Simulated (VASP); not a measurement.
# BiS2 (P4_2/mnm) in VASP: notebook, part 2 of 2

VASP 6.6.1. Earlier steps stand in the parts before.

## (3) Relaxation of cell and atoms, PBEsol

This run uses another cell than the first one, of 24.85 Å³/atom.

Input file INCAR:

```
PREC = Accurate ; ENCUT = 600
EDIFF = 1E-7 ; ISMEAR = -1
SIGMA = 0.03 ; LREAL = F
LASPH = T ; NELM = 80
ALGO = Normal ; ISIF = 3
LWAVE = F ; LCHARG = F
GGA = PS ; IBRION = 2
NSW = 100 ; EDIFFG = -0.01
```

Input file KPOINTS:

```
regular mesh
0
Gamma
  4 4 6
```

Input file POSCAR:

```
BiS2
1.0
    6.0649127500      0.0000000000      0.0000000000
    0.0000000000      6.0649127500      0.0000000000
    0.0000000000      0.0000000000      4.0542140700
Bi S
2 4
Direct
    0.5000000000      0.5000000000      0.5000000000
    0.0000000000      0.0000000000      0.0000000000
    0.6955720000      0.6955720000      0.0000000000
    0.8044280000      0.1955720000      0.5000000000
    0.3044280000      0.3044280000      0.0000000000
    0.1955720000      0.8044280000      0.5000000000
```

Potentials or basis: VASP PAW PBE potentials, release 64 (Bi_d, S).

The run is started by

```sh
> cat potpaw_PBE.64/Bi_d/POTCAR potpaw_PBE.64/S/POTCAR > POTCAR
> mpirun -np 1 vasp_std > vasp.out
```

OUTCAR:

```text
PREC = Accurate
   ENCUT = 600
   EDIFF = 1E-7
   ISMEAR = -1
   LREAL = F
   LASPH = T
   NELM = 80
   ISIF = 3
   GGA = PS
   IBRION = 2
   NSW = 100
   EDIFFG = -0.01

 ion  position               nearest neighbor table
   1  0.500  0.500  0.500-   4 2.61   6 2.61   5 2.63   3 2.63   3 2.63   5 2.63
   2  0.000  0.000  0.000-   3 2.61   5 2.61   4 2.63   6 2.63   4 2.63   6 2.63
   3  0.696  0.696  0.000-   2 2.61   1 2.63   1 2.63
   4  0.804  0.196  0.500-   1 2.61   2 2.63   2 2.63
   5  0.304  0.304  0.000-   2 2.61   1 2.63   1 2.63
   6  0.196  0.804  0.500-   1 2.61   2 2.63   2 2.63

  LATTYP: Found a simple tetragonal cell.
 ALAT       =     6.0649127500
 C/A-ratio  =     0.6684703040

  Lattice vectors:

 A1 = (   6.0649127500,   0.0000000000,   0.0000000000)
 A2 = (   0.0000000000,   6.0649127500,   0.0000000000)
 A3 = (   0.0000000000,   0.0000000000,   4.0542140700)

Analysis of symmetry for initial positions (statically):
=====================================================================
 Subroutine PRICEL returns:
 Original cell was already a primitive cell.

 Routine SETGRP: Setting up the symmetry group for a
 simple tetragonal supercell.

 Subroutine GETGRP returns: Found 16 space group operations
 (whereof  8 operations were pure point group operations)
 out of a pool of 16 trial point group operations.

The static configuration has the point symmetry D_2h.
 The point group associated with its full space group is D_4h.

Analysis of symmetry for dynamics (positions and initial velocities):
=====================================================================
 Subroutine PRICEL returns:
 Original cell was already a primitive cell.

 Routine SETGRP: Setting up the symmetry group for a
 simple tetragonal supercell.

 Subroutine GETGRP returns: Found 16 space group operations
 (whereof  8 operations were pure point group operations)
 out of a pool of 16 trial point group operations.

The dynamic configuration has the point symmetry D_2h.
 The point group associated with its full space group is D_4h.

 Subroutine INISYM returns: Found 16 space group operations
 (whereof  8 operations are pure point group operations),
 and found     1 'primitive' translations

----------------------------------------------------------------------------------------

                                     Primitive cell

  volume of cell :     149.1268

  direct lattice vectors                    reciprocal lattice vectors
     6.064912750  0.000000000  0.000000000     0.164882834  0.000000000  0.000000000
     0.000000000  6.064912750  0.000000000     0.000000000  0.164882834  0.000000000
     0.000000000  0.000000000  4.054214070     0.000000000  0.000000000  0.246656931

  length of vectors
     6.064912750  6.064912750  4.054214070     0.164882834  0.164882834  0.246656931

  position of ions in fractional coordinates (direct lattice)
     0.500000000  0.500000000  0.500000000
     0.000000000  0.000000000  0.000000000
     0.695572000  0.695572000  0.000000000
     0.804428000  0.195572000  0.500000000
     0.304428000  0.304428000  0.000000000
     0.195572000  0.804428000  0.500000000

  ion indices of the primitive-cell ions
   primitive index   ion index
                 1           1
                 2           2
                 3           3
                 4           4
                 5           5
                 6           6

----------------------------------------------------------------------------------------

 KPOINTS: regular mesh

Automatic generation of k-mesh.
 Grid dimensions read from file:
 generate k-points for:    4    4    6

 Generating k-lattice:

  Cartesian coordinates                     Fractional coordinates (reciprocal lattice)
     0.041220708  0.000000000  0.000000000     0.250000000  0.000000000  0.000000000
     0.000000000  0.041220708  0.000000000     0.000000000  0.250000000  0.000000000
     0.000000000  0.000000000  0.041109488     0.000000000  0.000000000  0.166666667

  Length of vectors
     0.041220708  0.041220708  0.041109488

  Shift w.r.t. Gamma in fractional coordinates (k-lattice)
     0.000000000  0.000000000  0.000000000

 Subroutine IBZKPT returns following result:
 ===========================================

 Found     24 irreducible k-points:

 Following reciprocal coordinates:
            Coordinates               Weight
  0.000000  0.000000  0.000000      1.000000
  0.250000  0.000000  0.000000      4.000000
  0.500000  0.000000  0.000000      2.000000
  0.250000  0.250000  0.000000      4.000000
  0.500000  0.250000  0.000000      4.000000
  0.500000  0.500000  0.000000      1.000000
[... 16 lines left out ...]
  0.500000  0.250000  0.500000      4.000000
  0.500000  0.500000  0.500000      1.000000
   k-points           NKPTS =     24   k-points in BZ     NKDIM =     24   number of bands    NBANDS=     32
   number of dos      NEDOS =    301   number of ions     NIONS =      6
   total plane-waves  NPLWV =  73728
   dimension x,y,z NGX =    48 NGY =   48 NGZ =   32
   dimension x,y,z NGXF=    96 NGYF=   96 NGZF=   64
   ions per type =               2   4
   NGX,Y,Z   is equivalent  to a cutoff of  13.16, 13.16, 13.12 a.u.
   NGXF,Y,Z  is equivalent  to a cutoff of  26.31, 26.31, 26.24 a.u.
 SYSTEM =  unknown system
   PREC   = accura    normal or accurate (medium, high low for compatibility)
   ISTART =      0    job   : 0-new  1-cont  2-samecut
   ICHARG =      2    charge: 1-file 2-atom 10-const
   ISPIN  =      1    spin polarized calculation?
   LNONCOLLINEAR =      F non collinear calculations
   LSORBIT =      F    spin-orbit coupling
   LASPH  =      T    aspherical Exc in radial PAW
   ENCUT  =  600.0 eV  44.10 Ry    6.64 a.u.  12.11 12.11  8.10*2*pi/ulx,y,z
   NELM   =     80;   NELMIN=  2; NELMDL= -5     # of ELM steps
   EDIFF  = 0.1E-06   stopping-criterion for ELM
   LREAL  =      F    real-space projection
   EDIFFG = -.1E-01   stopping-criterion for IOM
   NSW    =    100    number of steps for IOM
   IBRION =      2    ionic relax: 0-MD 1-quasi-New 2-CG
   NFREE  =      1    steps in history (QN), initial steepest desc. (CG)
   ISIF   =      3    stress and relaxation
   ISYM   =      2    0-nonsym 1-usesym 2-fastsym
   POTIM  = 0.5000    time-step for ionic-motion
   TEBEG  =    0.0;   TEEND  =   0.0 temperature during run
   PSTRESS=    0.0 pullay stress
   NELECT =      54.0000    total number of electrons
   NUPDOWN=      -1.0000    fix difference up-down
   EMIN   =  10.00;   EMAX   =-10.00  energy-range for DOS
   EFERMI =   0.00;   METHOD = LEGACY
   ISMEAR =    -1;   SIGMA  =   0.03  broadening in eV -4-tet -1-fermi 0-gaus
   EFERMI_NEDOS =   21; number of points for ismear=-14 and -15
   IALGO  =     38    algorithm
   IMIX   =      4    mixing-type and parameters
     AMIX     =   0.40;   BMIX     =  1.00
     AMIX_MAG =   1.60;   BMIX_MAG =  1.00
  volume/ion in A,a.u.               =      24.85       167.73
  Fermi-wavevector in a.u.,A,eV,Ry     =   1.166866  2.205056 18.525356  1.361575
  Thomas-Fermi vector in A             =   2.303373
   LORBIT       =      0    0 simple, 1 ext, 2 COOP (PROOUT), +10 PAW based schemes
   GGA     = PS    functional components
   LHFCALC =     F    Hartree Fock is set to
   AEXX    =    0.0000 exact exchange contribution
   IVDW    =     0    specifies the selected vdW correction
   LEPSILON=     F    determine dielectric tensor
   LRPA    =     F    only Hartree local field effects (RPA)
 conjugate gradient relaxation of ions
 non-spin polarized calculation
  energy-cutoff  :      600.00
  volume of cell :      149.13
 maximum number of plane-waves:      5024
   NGX = 25   NGY = 25   NGZ = 17

--------------------------------------- Ionic step        1  -------------------------------------------

 number of electron      54.0000020 magnetization

 Free energy of the ion-electron system (eV)
  ---------------------------------------------------
  ext. energy  EPLUGINS =         0.00000000
  ---------------------------------------------------
  free energy    TOTEN  =       -25.54648292 eV

  energy without entropy =      -25.53781760  energy(sigma->0) =      -25.54215026

 E-fermi :   4.5570     XC(G=0):  -9.6349

 val. band max:        4.5293794326   @ k =   0.2500   0.0000   0.0000
 cond. band min:       4.5680131227   @ k =   0.0000   0.0000   0.0000
 fundamental gap:      0.0386336901
 Fermi energy:         4.5570212690

 k-point     1 :       0.0000    0.0000    0.0000
  band No.  band energies     occupation
      1     -18.1719      2.00000
      2     -18.1330      2.00000
      3     -18.1100      2.00000
      4     -18.1100      2.00000
      5     -18.0831      2.00000
      6     -18.0765      2.00000
[... 942 lines left out ...]
  FREE ENERGIE OF THE ION-ELECTRON SYSTEM (eV)
  ---------------------------------------------------
  free  energy   TOTEN  =       -25.7851227429 eV

  energy  without entropy=      -25.7749085761  energy(sigma->0) =      -25.78001566

[... ionic steps 4 to 7 ...]

--------------------------------------- Ionic step        8  -------------------------------------------

 number of electron      53.9999996 magnetization

------------------------ aborting loop because EDIFF is reached ----------------------------------------
[... 75 lines left out ...]
--------------------------------------- Ionic step       10  -------------------------------------------

 number of electron      54.0000002 magnetization

 Free energy of the ion-electron system (eV)
  ---------------------------------------------------
  ext. energy  EPLUGINS =         0.00000000
  ---------------------------------------------------
  free energy    TOTEN  =       -25.80053864 eV

  energy without entropy =      -25.79339456  energy(sigma->0) =      -25.79696660

 E-fermi :   3.6628     XC(G=0):  -9.2721

 val. band max:        3.6320600899   @ k =   0.2500   0.0000   0.0000
 cond. band min:       3.7521921172   @ k =   0.0000   0.0000   0.1667
 fundamental gap:      0.1201320273
 Fermi energy:         3.6627649625

 k-point     1 :       0.0000    0.0000    0.0000
  band No.  band energies     occupation
      1     -18.9596      2.00000
      2     -18.9312      2.00000
      3     -18.9289      2.00000
      4     -18.9289      2.00000
      5     -18.9159      2.00000
      6     -18.9135      2.00000
[... 862 lines left out ...]
  FREE ENERGIE OF THE ION-ELECTRON SYSTEM (eV)
  ---------------------------------------------------
  free  energy   TOTEN  =       -25.8005386447 eV

  energy  without entropy=      -25.7933945562  energy(sigma->0) =      -25.79696660

 reached required accuracy - stopping structural energy minimisation
```

OSZICAR:

```text
N       E                     dE             d eps       ncg     rms          rms(c)
DAV:   1     0.585388506990E+03    0.58539E+03   -0.27796E+04  1536   0.192E+03
DAV:   2     0.545218592380E+02   -0.53087E+03   -0.52051E+03  1584   0.483E+02
DAV:   3    -0.229400555664E+02   -0.77462E+02   -0.76263E+02  1960   0.184E+02
DAV:   4    -0.266739925526E+02   -0.37339E+01   -0.36996E+01  1848   0.414E+01
[... 106 lines left out ...]
DAV:   5    -0.258005407455E+02    0.12634E-04   -0.50150E-05  2168   0.623E-02    0.151E-02
DAV:   6    -0.258005386955E+02    0.20500E-05   -0.70327E-06  1768   0.218E-02    0.446E-03
DAV:   7    -0.258005385364E+02    0.15906E-06   -0.51714E-07  1792   0.486E-03    0.201E-03
DAV:   8    -0.258005386451E+02   -0.10871E-06   -0.10948E-07   976   0.252E-03    0.451E-04
DAV:   9    -0.258005386447E+02    0.44110E-09   -0.19119E-08   896   0.137E-03
  10 F= -.25800539E+02 E0= -.25796967E+02  d E =-.108538E-02
```

Wall time 5.5 min (1 thread of Intel Xeon 6975P-C (Granite Rapids), shared host); peak memory 0.33 GiB.

Results:

- Free energy: -25.8005 eV
- Relaxed volume: 26.94 Å³/atom
- Relaxed cell: a = 6.161 Å, b = 6.161 Å, c = 4.258 Å, α = 90.00°, β = 90.00°, γ = 90.00°
- Space group after relaxing (to 0.1 Å): P4_2/mnm (No. 136)
- Energy gained by relaxing: 42.3 meV/atom
- Ionic steps: 10
- Pressure after relaxing: 0.0 GPa
- Band gap on the k mesh: zero (bands 27 and 28 overlap by 1.36 eV)

The path:
```csv
step,energy change (eV),largest force (eV/Å),pressure (GPa),volume (Å³)
1,0.0000,0.0561,6.19,149.13
2,-0.1588,0.2285,-2.76,170.80
3,-0.2386,0.2010,-0.03,162.21
4,-0.2386,0.1996,0.08,161.95
5,-0.2443,0.1195,0.04,162.10
6,-0.2473,0.0040,0.01,162.33
7,-0.2504,0.0051,-0.10,162.44
8,-0.2530,0.0075,-0.32,162.66
9,-0.2535,0.0043,0.25,160.97
10,-0.2541,0.0004,0.02,161.65
```

Final structure:
```cif
data_structure
_symmetry_space_group_name_H-M 'P 1'
_symmetry_Int_Tables_number 1
_cell_length_a 6.1614
_cell_length_b 6.1614
_cell_length_c 4.2582
_cell_angle_alpha 90.000
_cell_angle_beta 90.000
_cell_angle_gamma 90.000
_cell_volume 161.65
loop_
_atom_site_label
_atom_site_type_symbol
_atom_site_fract_x
_atom_site_fract_y
_atom_site_fract_z
_atom_site_occupancy
Bi1 Bi 0.50000 0.50000 0.50000 1
Bi2 Bi 0.00000 0.00000 0.00000 1
S1 S 0.69097 0.69097 0.00000 1
S2 S 0.80903 0.19097 0.50000 1
S3 S 0.30903 0.30903 0.00000 1
S4 S 0.19097 0.80903 0.50000 1
```

Levels at points of the mesh, in eV from the Fermi level:
```
           k point  band 24  band 25  band 26  band 27  band 28  band 29  band 30  band 31
(0.00, 0.00, 0.00)    -1.17    -0.33    -0.31    -0.31     0.30     1.52     1.52     2.72
(0.50, 0.00, 0.00)    -1.06    -0.48    -0.48    -0.25    -0.25     2.23     2.23     3.84
(0.50, 0.50, 0.00)    -1.25    -0.84    -0.84    -0.58    -0.58     2.67     2.67     4.25
(0.00, 0.00, 0.50)    -1.14    -1.03    -1.03     0.11     0.11     4.78     4.78     5.44
(0.50, 0.00, 0.50)    -0.61    -0.49    -0.49     0.78     0.78     2.14     2.14     5.01
(0.50, 0.50, 0.50)    -0.73    -0.44    -0.44    -0.25    -0.25     4.44     4.44     4.49
```

Caveat: the PAW data sets were made with another functional, which shifts forces and pressure a little; spin-orbit coupling is left out, which moves the levels of the heavy elements.
